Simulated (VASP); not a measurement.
# Ga (Cmce) in VASP: single point with PBE

Aim: the single point of Ga with PBE.

Everything below comes from runs of VASP 6.6.1. Logs are shortened: lines on timing, memory, paths and dates and some standing lists are left out, and cuts for length are marked.

### Step 1. The cell of the first run

The structure is orthorhombic, space group Cmce (No. 64). The conventional cell has a = 4.511 Å, b = 7.645 Å, c = 4.652 Å, α = 90.00°, β = 90.00°, γ = 90.00°. Ga (site symmetry m) has 7 Ga at 2.44 to 2.80 Å within 3.2 Å.

### Step 2. Single point, PBE (zz strain of +3 %)

The input, INCAR:

```
  PREC = Accurate
  ENCUT = 520
  EDIFF = 1E-6
  ISMEAR = -1
  SIGMA = 0.05
  LREAL = False
  LASPH = True
  NELM = 60
  ALGO = Normal
  ISIF = 2
  LWAVE = False
  LCHARG = True
  GGA = PE
  LELF = True
  LVHAR = True
  NBANDS = 34
```

The input, KPOINTS:

```
regular mesh
0
Gamma
  9 9 8
```

The input, POSCAR:

```
Ga
1.0
    2.2553500000     -3.8224000000      0.0000000000
    2.2553500000      3.8224000000      0.0000000000
    0.0000000000      0.0000000000      4.6522010000
Ga
4
Direct
    0.1525000000      0.8475000000      0.0785000000
    0.6525000000      0.3475000000      0.4215000000
    0.8475000000      0.1525000000      0.9215000000
    0.3475000000      0.6525000000      0.5785000000
```

Potentials or basis: VASP PAW PBE potentials, release 64 (Ga_d).

Launch:

```sh
> cat potpaw_PBE.64/Ga_d/POTCAR > POTCAR
> mpirun -np 1 vasp_std > vasp.out
```

OUTCAR:

```text
PREC = Accurate
   ENCUT = 520
   EDIFF = 1E-6
   ISMEAR = -1
   LREAL = False
   LASPH = True
   NELM = 60
   ISIF = 2
   GGA = PE

 ion  position               nearest neighbor table
   1  0.153  0.847  0.078-   3 2.44   2 2.76   2 2.76   4 2.76   4 2.76   3 2.80   3 2.80
   2  0.653  0.347  0.422-   4 2.44   1 2.76   1 2.76   3 2.76   3 2.76   4 2.80   4 2.80
   3  0.847  0.153  0.922-   1 2.44   4 2.76   4 2.76   2 2.76   2 2.76   1 2.80   1 2.80
   4  0.347  0.653  0.578-   2 2.44   3 2.76   3 2.76   1 2.76   1 2.76   2 2.80   2 2.80

  LATTYP: Found a base centered orthorhombic cell.
 ALAT       =     4.5107000000
 B/A-ratio  =     1.6948145521
 C/A-ratio  =     1.0313700756

  Lattice vectors:

 A1 = (   2.2553500000,  -3.8224000000,   0.0000000000)
 A2 = (   2.2553500000,   3.8224000000,   0.0000000000)
 A3 = (   0.0000000000,   0.0000000000,   4.6522010000)

Analysis of symmetry for initial positions (statically):
=====================================================================
 Subroutine PRICEL returns:
 Original cell was already a primitive cell.

 Routine SETGRP: Setting up the symmetry group for a
 base centered orthorhombic supercell.

 Subroutine GETGRP returns: Found  8 space group operations
 (whereof  4 operations were pure point group operations)
 out of a pool of  8 trial point group operations.

The static configuration has the point symmetry C_2h.
 The point group associated with its full space group is D_2h.

Analysis of symmetry for dynamics (positions and initial velocities):
=====================================================================
 Subroutine PRICEL returns:
 Original cell was already a primitive cell.

 Routine SETGRP: Setting up the symmetry group for a
 base centered orthorhombic supercell.

 Subroutine GETGRP returns: Found  8 space group operations
 (whereof  4 operations were pure point group operations)
 out of a pool of  8 trial point group operations.

The dynamic configuration has the point symmetry C_2h.
 The point group associated with its full space group is D_2h.

 Subroutine INISYM returns: Found  8 space group operations
 (whereof  4 operations are pure point group operations),
 and found     1 'primitive' translations

----------------------------------------------------------------------------------------

                                     Primitive cell

  volume of cell :      80.2119

  direct lattice vectors                    reciprocal lattice vectors
     2.255350000 -3.822400000  0.000000000     0.221695081 -0.130807869  0.000000000
     2.255350000  3.822400000  0.000000000     0.221695081  0.130807869  0.000000000
     0.000000000  0.000000000  4.652201000     0.000000000  0.000000000  0.214952019

  length of vectors
     4.438169148  4.438169148  4.652201000     0.257409028  0.257409028  0.214952019

  position of ions in fractional coordinates (direct lattice)
     0.152500000  0.847500000  0.078500000
     0.652500000  0.347500000  0.421500000
     0.847500000  0.152500000  0.921500000
     0.347500000  0.652500000  0.578500000

  ion indices of the primitive-cell ions
   primitive index   ion index
                 1           1
                 2           2
                 3           3
                 4           4

----------------------------------------------------------------------------------------

 KPOINTS: regular mesh

Automatic generation of k-mesh.
 Grid dimensions read from file:
 generate k-points for:    9    9    8

 Generating k-lattice:

  Cartesian coordinates                     Fractional coordinates (reciprocal lattice)
     0.024632787 -0.014534208  0.000000000     0.111111111  0.000000000  0.000000000
     0.024632787  0.014534208  0.000000000     0.000000000  0.111111111  0.000000000
     0.000000000  0.000000000  0.026869002     0.000000000  0.000000000  0.125000000

  Length of vectors
     0.028601003  0.028601003  0.026869002

  Shift w.r.t. Gamma in fractional coordinates (k-lattice)
     0.000000000  0.000000000  0.000000000

 Subroutine IBZKPT returns following result:
 ===========================================

 Found    125 irreducible k-points:

 Following reciprocal coordinates:
            Coordinates               Weight
  0.000000  0.000000  0.000000      1.000000
  0.111111  0.000000  0.000000      4.000000
  0.222222  0.000000  0.000000      4.000000
  0.333333  0.000000  0.000000      4.000000
  0.444444  0.000000  0.000000      4.000000
  0.111111  0.111111  0.000000      2.000000
[... 16 lines left out ...]
 -0.333333  0.333333  0.000000      2.000000
  0.444444  0.444444  0.000000      2.000000
 [... further k-points ...]
   k-points           NKPTS =    125   k-points in BZ     NKDIM =    125   number of bands    NBANDS=     34
   number of dos      NEDOS =    301   number of ions     NIONS =      4
   total plane-waves  NPLWV =  46656
   dimension x,y,z NGX =    36 NGY =   36 NGZ =   36
   dimension x,y,z NGXF=    72 NGYF=   72 NGZF=   72
   ions per type =               4
   NGX,Y,Z   is equivalent  to a cutoff of  13.48, 13.48, 12.86 a.u.
   NGXF,Y,Z  is equivalent  to a cutoff of  26.97, 26.97, 25.73 a.u.
 SYSTEM =  unknown system
   PREC   = accura    normal or accurate (medium, high low for compatibility)
   ISTART =      0    job   : 0-new  1-cont  2-samecut
   ICHARG =      2    charge: 1-file 2-atom 10-const
   ISPIN  =      1    spin polarized calculation?
   LNONCOLLINEAR =      F non collinear calculations
   LSORBIT =      F    spin-orbit coupling
   LASPH  =      T    aspherical Exc in radial PAW
   ENCUT  =  520.0 eV  38.22 Ry    6.18 a.u.   8.25  8.25  8.65*2*pi/ulx,y,z
   NELM   =     60;   NELMIN=  2; NELMDL= -5     # of ELM steps
   EDIFF  = 0.1E-05   stopping-criterion for ELM
   LREAL  =      F    real-space projection
   EDIFFG = 0.1E-04   stopping-criterion for IOM
   NSW    =      0    number of steps for IOM
   IBRION =     -1    ionic relax: 0-MD 1-quasi-New 2-CG
   NFREE  =      0    steps in history (QN), initial steepest desc. (CG)
   ISIF   =      2    stress and relaxation
   ISYM   =      2    0-nonsym 1-usesym 2-fastsym
   POTIM  = 0.5000    time-step for ionic-motion
   TEBEG  =    0.0;   TEEND  =   0.0 temperature during run
   PSTRESS=    0.0 pullay stress
   NELECT =      52.0000    total number of electrons
   NUPDOWN=      -1.0000    fix difference up-down
   EMIN   =  10.00;   EMAX   =-10.00  energy-range for DOS
   EFERMI =   0.00;   METHOD = LEGACY
   ISMEAR =    -1;   SIGMA  =   0.05  broadening in eV -4-tet -1-fermi 0-gaus
   EFERMI_NEDOS =   21; number of points for ismear=-14 and -15
   IALGO  =     38    algorithm
   IMIX   =      4    mixing-type and parameters
     AMIX     =   0.40;   BMIX     =  1.00
     AMIX_MAG =   1.60;   BMIX_MAG =  1.00
  volume/ion in A,a.u.               =      20.05       135.32
  Fermi-wavevector in a.u.,A,eV,Ry     =   1.416869  2.677495 27.313946  2.007518
  Thomas-Fermi vector in A             =   2.538159
   LORBIT       =      0    0 simple, 1 ext, 2 COOP (PROOUT), +10 PAW based schemes
   GGA     = PE    functional components
   LHFCALC =     F    Hartree Fock is set to
   AEXX    =    0.0000 exact exchange contribution
   IVDW    =     0    specifies the selected vdW correction
   LEPSILON=     F    determine dielectric tensor
   LRPA    =     F    only Hartree local field effects (RPA)
 non-spin polarized calculation
  energy-cutoff  :      520.00
  volume of cell :       80.21
 maximum number of plane-waves:      2182
 NGX is ok and might be reduce to    36
   NGX = 17   NGY = 17   NGZ = 17

 number of electron      52.0000024 magnetization

 Free energy of the ion-electron system (eV)
  ---------------------------------------------------
  ext. energy  EPLUGINS =         0.00000000
  ---------------------------------------------------
  free energy    TOTEN  =       -11.57852696 eV

  energy without entropy =      -11.57033130  energy(sigma->0) =      -11.57442913

 E-fermi :   4.8736     XC(G=0): -10.5367

 val. band max:        4.8687767687   @ k =   0.1111   0.0000   0.1250
 cond. band min:       4.8751149371   @ k =   0.4444   0.4444   0.1250
 fundamental gap:      0.0063381684
 Fermi energy:         4.8735977909

 k-point     1 :       0.0000    0.0000    0.0000
  band No.  band energies     occupation
      1     -10.2846      2.00000
      2     -10.2825      2.00000
      3     -10.2821      2.00000
      4     -10.2684      2.00000
      5     -10.2150      2.00000
      6     -10.1757      2.00000
[... 26 lines left out ...]
     33      11.3810      0.00000
     34      11.9512      0.00000

 k-point     2 :       0.1111    0.0000    0.0000
  band No.  band energies     occupation
      1     -10.2903      2.00000
      2     -10.2805      2.00000
      3     -10.2796      2.00000
      4     -10.2700      2.00000
      5     -10.2051      2.00000
      6     -10.1733      2.00000
[... 26 lines left out ...]
     33      11.3968      0.00000
     34      12.2503      0.00000

 k-point     3 :       0.2222    0.0000    0.0000
  band No.  band energies     occupation
      1     -10.2960      2.00000
      2     -10.2867      2.00000
      3     -10.2788      2.00000
      4     -10.2593      2.00000
      5     -10.1916      2.00000
      6     -10.1601      2.00000
[... 26 lines left out ...]
     33      10.8004      0.00000
     34      11.8527      0.00000

 k-point     4 :       0.3333    0.0000    0.0000
  band No.  band energies     occupation
      1     -10.3025      2.00000
      2     -10.2960      2.00000
      3     -10.2679      2.00000
      4     -10.2390      2.00000
      5     -10.1986      2.00000
      6     -10.1883      2.00000
[... 26 lines left out ...]
     33      10.5718      0.00000
     34      11.9116      0.00000

 k-point     5 :       0.4444    0.0000    0.0000
  band No.  band energies     occupation
      1     -10.3058      2.00000
      2     -10.3030      2.00000
      3     -10.2444      2.00000
      4     -10.2225      2.00000
      5     -10.2134      2.00000
      6     -10.2097      2.00000
[... 621 lines left out ...]
 k-point    22 :      -0.4444    0.3333    0.0000
  band No.  band energies     occupation
      1     -10.3675      2.00000
      2     -10.2983      2.00000
      3     -10.2589      2.00000
      4     -10.2514      2.00000
      5     -10.2141      2.00000
      6     -10.1862      2.00000
[... 26 lines left out ...]
     33      11.1030      0.00000
     34      13.6187      0.00000

 k-point    23 :      -0.3333    0.3333    0.0000
  band No.  band energies     occupation
      1     -10.3570      2.00000
      2     -10.3034      2.00000
      3     -10.2567      2.00000
      4     -10.2388      2.00000
      5     -10.2096      2.00000
      6     -10.2096      2.00000
[... 26 lines left out ...]
     33      10.5833      0.00000
     34      12.4392      0.00000

 k-point    24 :       0.4444    0.4444    0.0000
  band No.  band energies     occupation
      1     -10.3777      2.00000
      2     -10.2860      2.00000
      3     -10.2809      2.00000
      4     -10.2460      2.00000
      5     -10.2283      2.00000
      6     -10.1712      2.00000
[... 26 lines left out ...]
     33      11.7511      0.00000
     34      12.7741      0.00000

 [... further k-points ...]
[... 5 lines left out ...]
  --------------------------------------------------------------------------------------
  -------------------------------------------------------------------------------------
  Total       -0.0801510      1.7992973     -0.4042247      0.0000000      0.0000000      0.0000000
  in kB       -1.6009610     35.9397419     -8.0741143      0.0000000      0.0000000      0.0000000
  external PRESSURE =       8.7548888 kB  Pullay stress =       0.0000000 kB

 VOLUME and BASIS-vectors are now :
 -----------------------------------------------------------------------------
  energy-cutoff  :      520.00
  volume of cell :       80.21
      direct lattice vectors                 reciprocal lattice vectors
     2.255350000 -3.822400000  0.000000000     0.221695081 -0.130807869  0.000000000
     2.255350000  3.822400000  0.000000000     0.221695081  0.130807869  0.000000000
     0.000000000  0.000000000  4.652201000     0.000000000  0.000000000  0.214952019

 POSITION                                       TOTAL-FORCE (eV/Angst)
 -----------------------------------------------------------------------------------
      2.25535      2.65657      0.36520         0.000000     -0.497427      0.134248
      2.25535     -1.16583      1.96090         0.000000     -0.497427     -0.134248
      2.25535     -2.65657      4.28700         0.000000      0.497427     -0.134248
      2.25535      1.16583      2.69130         0.000000      0.497427      0.134248
 -----------------------------------------------------------------------------------
    total drift:                                0.000000      0.000000     -0.000000

  FREE ENERGIE OF THE ION-ELECTRON SYSTEM (eV)
  ---------------------------------------------------
  free  energy   TOTEN  =       -11.5785269563 eV

  energy  without entropy=      -11.5703313047  energy(sigma->0) =      -11.57442913
```

It took 4.7 min on 1 thread of Intel Xeon Platinum 8259CL at 2.50GHz (Skylake/Cascade Lake), shared host; peak memory 0.37 GiB.

What came out:

| Quantity | Value |
| --- | --- |
| Free energy | -11.5785 eV |
| Pressure | 0.9 GPa |
| Largest force | 0.515 eV/Å |
| Band gap on the k mesh | zero (bands 26 and 27 overlap by 1.19 eV) |

Forces in eV/Å, atoms in the order of the input:
```
Ga   0.000 -0.497  0.134
Ga   0.000 -0.497 -0.134
Ga   0.000  0.497 -0.134
Ga   0.000  0.497  0.134
```

Stress tensor (GPa, compression positive):
```
-0.16  0.00  0.00
 0.00  3.59  0.00
 0.00  0.00 -0.81
```

Levels at points of the mesh, in eV from the Fermi level:
| k point | band 23 | band 24 | band 25 | band 26 | band 27 | band 28 | band 29 | band 30 |
| --- | --- | --- | --- | --- | --- | --- | --- | --- |
| (0.00, 0.00, 0.00) | -3.83 | -1.50 | -1.40 | -0.75 | 0.94 | 1.06 | 1.07 | 4.94 |
| (0.00, 0.00, 0.50) | -0.18 | -0.18 | 0.06 | 0.06 | 0.18 | 0.18 | 2.13 | 2.13 |

Caveat: the cell differs from its parent crystal (zz strain of +3 %).
